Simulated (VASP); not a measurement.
# BN (gw) (F-43m) in VASP: a series of runs

The runs below take BN (gw) through single point, with PBEsol.

Everything below comes from runs of VASP 6.6.1. Logs are shortened: lines on timing, memory, paths and dates and some standing lists are left out, and cuts for length are marked.

### Step 1. The cell of the first run

Symmetry: F-43m, No. 216, cubic system. The conventional cell has a = 3.569 Å, b = 3.569 Å, c = 3.569 Å, α = 90.00°, β = 90.00°, γ = 90.00°. Within 2.1 Å of B (site symmetry -43m) lie 4 N at 1.55 Å. Within 2.1 Å of N (site symmetry -43m) lie 4 B at 1.55 Å.

### Step 2. Single point, PBEsol

INCAR

```
SYSTEM = BN
  PREC = Accurate
  ENCUT = 600
  EDIFF = 1E-6
  ISMEAR = 0
  SIGMA = 0.01
  LREAL = .FALSE.
  LASPH = .TRUE.
  NELM = 120
  ALGO = Normal
  ISIF = 2
  LWAVE = .FALSE.
  LCHARG = .TRUE.
  GGA = PS
  LELF = .TRUE.
  LVHAR = .TRUE.
  NBANDS = 11
  GGA_COMPAT = .FALSE.
```

KPOINTS

```
regular mesh
0
G
  6 6 6
  0 0 0
```

POSCAR

```
BN
1.0
    0.0000000000      1.7845230034      1.7845230034
    1.7845230034      0.0000000000      1.7845230034
    1.7845230034      1.7845230034      0.0000000000
B N
1 1
Direct
    0.0000000000      0.0000000000      0.0000000000
    0.2500000000      0.2500000000      0.2500000000
```

Potentials or basis: VASP PAW PBE potentials, release 64 (B, N).

Command:

```
$ cat potpaw_PBE.64/B/POTCAR potpaw_PBE.64/N/POTCAR > POTCAR
$ mpirun -np 1 vasp_std > vasp.out
```

OUTCAR:

```text
SYSTEM = BN
   PREC = Accurate
   ENCUT = 600
   EDIFF = 1E-6
   ISMEAR = 0
   LREAL = .FALSE.
   LASPH = .TRUE.
   NELM = 120
   ISIF = 2
   GGA = PS

 ion  position               nearest neighbor table
   1  0.000  0.000  0.000-   2 1.55   2 1.55   2 1.55   2 1.55
   2  0.250  0.250  0.250-   1 1.55   1 1.55   1 1.55   1 1.55

  LATTYP: Found a face centered cubic cell.
 ALAT       =     3.5690460068

  Lattice vectors:

 A1 = (   0.0000000000,   1.7845230034,   1.7845230034)
 A2 = (   1.7845230034,   0.0000000000,   1.7845230034)
 A3 = (   1.7845230034,   1.7845230034,   0.0000000000)

Analysis of symmetry for initial positions (statically):
=====================================================================
 Subroutine PRICEL returns:
 Original cell was already a primitive cell.

 Routine SETGRP: Setting up the symmetry group for a
 face centered cubic supercell.

 Subroutine GETGRP returns: Found 24 space group operations
 (whereof 24 operations were pure point group operations)
 out of a pool of 48 trial point group operations.

The static configuration has the point symmetry T_d .

Analysis of symmetry for dynamics (positions and initial velocities):
=====================================================================
 Subroutine PRICEL returns:
 Original cell was already a primitive cell.

 Routine SETGRP: Setting up the symmetry group for a
 face centered cubic supercell.

 Subroutine GETGRP returns: Found 24 space group operations
 (whereof 24 operations were pure point group operations)
 out of a pool of 48 trial point group operations.

The dynamic configuration has the point symmetry T_d .

 Subroutine INISYM returns: Found 24 space group operations
 (whereof 24 operations are pure point group operations),
 and found     1 'primitive' translations

----------------------------------------------------------------------------------------

                                     Primitive cell

  volume of cell :      11.3657

  direct lattice vectors                    reciprocal lattice vectors
     0.000000000  1.784523003  1.784523003    -0.280186918  0.280186918  0.280186918
     1.784523003  0.000000000  1.784523003     0.280186918 -0.280186918  0.280186918
     1.784523003  1.784523003  0.000000000     0.280186918  0.280186918 -0.280186918

  length of vectors
     2.523696634  2.523696634  2.523696634     0.485297977  0.485297977  0.485297977

  position of ions in fractional coordinates (direct lattice)
     0.000000000  0.000000000  0.000000000
[... 76 lines left out ...]
   ISYM   =      2    0-nonsym 1-usesym 2-fastsym
   POTIM  = 0.5000    time-step for ionic-motion
   TEBEG  =    0.0;   TEEND  =   0.0 temperature during run
   PSTRESS=    0.0 pullay stress
   NELECT =       8.0000    total number of electrons
   NUPDOWN=      -1.0000    fix difference up-down
   EMIN   =  10.00;   EMAX   =-10.00  energy-range for DOS
   EFERMI =   0.00;   METHOD = LEGACY
   ISMEAR =     0;   SIGMA  =   0.01  broadening in eV -4-tet -1-fermi 0-gaus
   EFERMI_NEDOS =   21; number of points for ismear=-14 and -15
   IALGO  =     38    algorithm
   IMIX   =      4    mixing-type and parameters
     AMIX     =   0.40;   BMIX     =  1.00
     AMIX_MAG =   1.60;   BMIX_MAG =  1.00
  volume/ion in A,a.u.               =       5.68        38.35
  Fermi-wavevector in a.u.,A,eV,Ry     =   1.456261  2.751935 28.853839  2.120697
  Thomas-Fermi vector in A             =   2.573200
   LORBIT       =      0    0 simple, 1 ext, 2 COOP (PROOUT), +10 PAW based schemes
   GGA     = PS    functional components
   LHFCALC =     F    Hartree Fock is set to
   AEXX    =    0.0000 exact exchange contribution
   IVDW    =     0    specifies the selected vdW correction
   LEPSILON=     F    determine dielectric tensor
   LRPA    =     F    only Hartree local field effects (RPA)
 non-spin polarized calculation
 Gauss-broadening in eV      SIGMA  =   0.01
  energy-cutoff  :      600.00
  volume of cell :       11.37
 maximum number of plane-waves:       392
   NGX =  9   NGY =  9   NGZ =  9

 number of electron       7.9999998 magnetization

 Free energy of the ion-electron system (eV)
  ---------------------------------------------------
  ext. energy  EPLUGINS =         0.00000000
  ---------------------------------------------------
  free energy    TOTEN  =       -18.33089589 eV

  energy without entropy =      -18.33089589  energy(sigma->0) =      -18.33089589

 E-fermi :   7.9881     XC(G=0): -13.2040

 val. band max:        7.8463425400   @ k =   0.0000   0.0000   0.0000
 cond. band min:      12.1592825403   @ k =   0.5000   0.5000   0.0000
 fundamental gap:      4.3129400003
 Fermi energy:         7.9881069133

 k-point     1 :       0.0000    0.0000    0.0000
  band No.  band energies     occupation
      1     -12.8527      2.00000
      2       7.8463      2.00000
      3       7.8463      2.00000
      4       7.8463      2.00000
      5      16.7854      0.00000
      6      16.7854      0.00000
      7      16.7854      0.00000
      8      18.7398      0.00000
      9      33.0794      0.00000
     10      36.0079      0.00000
     11      36.0079      0.00000
[... 197 lines left out ...]
 k-point    16 :      -0.3333    0.5000    0.1667
  band No.  band energies     occupation
      1      -6.7079      2.00000
      2      -0.6198      2.00000
      3       1.3645      2.00000
      4       1.3712      2.00000
      5      15.5998      0.00000
      6      20.0377      0.00000
      7      23.3656      0.00000
      8      25.1275      0.00000
      9      27.8639      0.00000
     10      34.3502      0.00000
     11      38.4464      0.00000

------------------------ aborting loop because EDIFF is reached ----------------------------------------

  FORCE on cell =-STRESS in cart. coord.  units (eV):
  Direction    XX          YY          ZZ          XY          YZ          ZX
  --------------------------------------------------------------------------------------
  -------------------------------------------------------------------------------------
  Total        0.9206833      0.9206833      0.9206833      0.0000000     -0.0000000     -0.0000000
  in kB      129.7849639    129.7849639    129.7849639      0.0000000     -0.0000000     -0.0000000
  external PRESSURE =     129.7849639 kB  Pullay stress =       0.0000000 kB

 VOLUME and BASIS-vectors are now :
 -----------------------------------------------------------------------------
  energy-cutoff  :      600.00
  volume of cell :       11.37
      direct lattice vectors                 reciprocal lattice vectors
     0.000000000  1.784523003  1.784523003    -0.280186918  0.280186918  0.280186918
     1.784523003  0.000000000  1.784523003     0.280186918 -0.280186918  0.280186918
     1.784523003  1.784523003  0.000000000     0.280186918  0.280186918 -0.280186918

 POSITION                                       TOTAL-FORCE (eV/Angst)
 -----------------------------------------------------------------------------------
      0.00000      0.00000      0.00000         0.000000      0.000000      0.000000
      0.89226      0.89226      0.89226        -0.000000     -0.000000     -0.000000
 -----------------------------------------------------------------------------------
    total drift:                                0.000000      0.000000      0.000000

  FREE ENERGIE OF THE ION-ELECTRON SYSTEM (eV)
  ---------------------------------------------------
  free  energy   TOTEN  =       -18.3308958928 eV

  energy  without entropy=      -18.3308958928  energy(sigma->0) =      -18.33089589
```

stdout:

```text
POSCAR found type information on POSCAR B N
 POSCAR found :  2 types and       2 ions
 scaLAPACK will be used
 -----------------------------------------------------------------------------
|                                                                             |
|                                                                             |
|     You enforced a specific xc type in the INCAR file but a different       |
|     I HOPE YOU KNOW WHAT YOU ARE DOING!                                     |
|                                                                             |
 -----------------------------------------------------------------------------

 LDA part: xc-table for (Slater+PW92), standard interpolation
 POSCAR, INCAR and KPOINTS ok, starting setup
 FFT: planning ... GRIDC
 FFT: planning ... GRID_SOFT
 FFT: planning ... GRID
 WAVECAR not read
 entering main loop
```

It took 1.8 s on 1 thread of Intel Xeon 6975P-C (Granite Rapids), shared host; peak memory 0.11 GiB.

What came out:

```
Free energy            : -18.3309 eV
Pressure               : 13.0 GPa
Band gap on the k mesh : 4.31 eV, indirect (least direct gap 8.94 eV)
```

Caveat: the k points lie up to 0.51 Å⁻¹ apart; the PAW data sets were made with another functional, which shifts forces and pressure a little. A k mesh can miss the band edges.

### Step 3. Single point, PBEsol

INCAR

```
PREC     = Accurate       # precision mode
ENCUT    = 600            # plane-wave cutoff, eV
EDIFF    = 1E-6           # SCF threshold, eV
ISMEAR   = 0              # smearing method
SIGMA    = 0.01           # smearing width, eV
LREAL    = F              # projectors in reciprocal space
LASPH    = T              # aspherical terms in the spheres
NELM     = 120            # most SCF steps
ALGO     = Normal         # electronic algorithm
ISIF     = 2              # what is computed and relaxed
LWAVE    = F              # write WAVECAR
LCHARG   = F              # write CHGCAR
GGA      = PS             # functional
NBANDS   = 11             # bands
GGA_COMPAT= F
```

KPOINTS

```
regular mesh
0
Gamma
  6 6 6
```

POSCAR is that of step 2.

Potentials or basis: VASP PAW PBE potentials, release 64 (B, N).

Command:

```
$ cat potpaw_PBE.64/B/POTCAR potpaw_PBE.64/N/POTCAR > POTCAR
$ mpirun -np 1 vasp_std > vasp.out
```

OUTCAR:

```text
PREC = Accurate
   ENCUT = 600
   EDIFF = 1E-6
   ISMEAR = 0
   LREAL = F
   LASPH = T
   NELM = 120
   ISIF = 2
   GGA = PS

 ion  position               nearest neighbor table
   1  0.000  0.000  0.000-   2 1.55   2 1.55   2 1.55   2 1.55
   2  0.250  0.250  0.250-   1 1.55   1 1.55   1 1.55   1 1.55

  LATTYP: Found a face centered cubic cell.
 ALAT       =     3.5690460068

  Lattice vectors:

 A1 = (   0.0000000000,   1.7845230034,   1.7845230034)
 A2 = (   1.7845230034,   0.0000000000,   1.7845230034)
 A3 = (   1.7845230034,   1.7845230034,   0.0000000000)

Analysis of symmetry for initial positions (statically):
=====================================================================
 Subroutine PRICEL returns:
 Original cell was already a primitive cell.

 Routine SETGRP: Setting up the symmetry group for a
 face centered cubic supercell.

 Subroutine GETGRP returns: Found 24 space group operations
 (whereof 24 operations were pure point group operations)
 out of a pool of 48 trial point group operations.

The static configuration has the point symmetry T_d .

Analysis of symmetry for dynamics (positions and initial velocities):
[... 161 lines left out ...]
      3       7.8463      2.00000
      4       7.8463      2.00000
      5      16.7854      0.00000
      6      16.7854      0.00000
      7      16.7854      0.00000
      8      18.7398      0.00000
      9      33.0794      0.00000
     10      36.0079      0.00000
     11      36.0079      0.00000
[... 197 lines left out ...]
 k-point    16 :      -0.3333    0.5000    0.1667
  band No.  band energies     occupation
      1      -6.7079      2.00000
      2      -0.6198      2.00000
      3       1.3645      2.00000
      4       1.3712      2.00000
      5      15.5998      0.00000
      6      20.0377      0.00000
      7      23.3656      0.00000
      8      25.1275      0.00000
      9      27.8639      0.00000
     10      34.3502      0.00000
     11      38.4464      0.00000

------------------------ aborting loop because EDIFF is reached ----------------------------------------

  FORCE on cell =-STRESS in cart. coord.  units (eV):
  Direction    XX          YY          ZZ          XY          YZ          ZX
  --------------------------------------------------------------------------------------
  -------------------------------------------------------------------------------------
  Total        0.9206833      0.9206833      0.9206833      0.0000000     -0.0000000     -0.0000000
  in kB      129.7849639    129.7849639    129.7849639      0.0000000     -0.0000000     -0.0000000
  external PRESSURE =     129.7849639 kB  Pullay stress =       0.0000000 kB

 VOLUME and BASIS-vectors are now :
 -----------------------------------------------------------------------------
  energy-cutoff  :      600.00
  volume of cell :       11.37
      direct lattice vectors                 reciprocal lattice vectors
     0.000000000  1.784523003  1.784523003    -0.280186918  0.280186918  0.280186918
     1.784523003  0.000000000  1.784523003     0.280186918 -0.280186918  0.280186918
     1.784523003  1.784523003  0.000000000     0.280186918  0.280186918 -0.280186918

 POSITION                                       TOTAL-FORCE (eV/Angst)
 -----------------------------------------------------------------------------------
      0.00000      0.00000      0.00000         0.000000      0.000000      0.000000
      0.89226      0.89226      0.89226        -0.000000     -0.000000     -0.000000
 -----------------------------------------------------------------------------------
    total drift:                                0.000000      0.000000      0.000000

  FREE ENERGIE OF THE ION-ELECTRON SYSTEM (eV)
  ---------------------------------------------------
  free  energy   TOTEN  =       -18.3308958928 eV

  energy  without entropy=      -18.3308958928  energy(sigma->0) =      -18.33089589
```

OSZICAR:

```text
N       E                     dE             d eps       ncg     rms          rms(c)
DAV:   1     0.164658957061E+02    0.16466E+02   -0.54707E+03   352   0.825E+02
DAV:   2    -0.185476183764E+02   -0.35014E+02   -0.33670E+02   427   0.191E+02
DAV:   3    -0.193403194946E+02   -0.79270E+00   -0.79046E+00   415   0.245E+01
DAV:   4    -0.193415936943E+02   -0.12742E-02   -0.12742E-02   385   0.105E+00
DAV:   5    -0.193415946641E+02   -0.96982E-06   -0.96983E-06   406   0.307E-02    0.677E+00
DAV:   6    -0.184488782595E+02    0.89272E+00   -0.26492E+00   384   0.100E+01    0.337E+00
DAV:   7    -0.183522667433E+02    0.96612E-01   -0.11653E-01   391   0.272E+00    0.191E+00
DAV:   8    -0.183308626390E+02    0.21404E-01   -0.34659E-02   394   0.130E+00    0.200E-01
DAV:   9    -0.183308762060E+02   -0.13567E-04   -0.79497E-04   370   0.253E-01    0.825E-02
DAV:  10    -0.183308941706E+02   -0.17965E-04   -0.60444E-05   391   0.740E-02    0.138E-02
DAV:  11    -0.183308958719E+02   -0.17013E-05   -0.36964E-06   405   0.152E-02    0.821E-03
DAV:  12    -0.183308958928E+02   -0.20863E-07   -0.88640E-07   197   0.676E-03
   1 F= -.18330896E+02 E0= -.18330896E+02  d E =-.409988E-91
```

stdout:

```text
POSCAR found type information on POSCAR B N
 POSCAR found :  2 types and       2 ions
 scaLAPACK will be used
 -----------------------------------------------------------------------------
|                                                                             |
|                                                                             |
|     You enforced a specific xc type in the INCAR file but a different       |
|     I HOPE YOU KNOW WHAT YOU ARE DOING!                                     |
|                                                                             |
 -----------------------------------------------------------------------------

 LDA part: xc-table for (Slater+PW92), standard interpolation
 POSCAR, INCAR and KPOINTS ok, starting setup
 FFT: planning ... GRIDC
 FFT: planning ... GRID_SOFT
 FFT: planning ... GRID
 WAVECAR not read
 entering main loop
```

Wall time 1.6 s (1 thread of Intel Xeon 6975P-C (Granite Rapids), shared host); peak memory 0.12 GiB.

Results:

```
Free energy            : -18.3309 eV
Pressure               : 13.0 GPa
Band gap on the k mesh : 4.31 eV, indirect (least direct gap 8.94 eV)
```

Caveat: the k points lie up to 0.51 Å⁻¹ apart; the PAW data sets were made with another functional, which shifts forces and pressure a little.
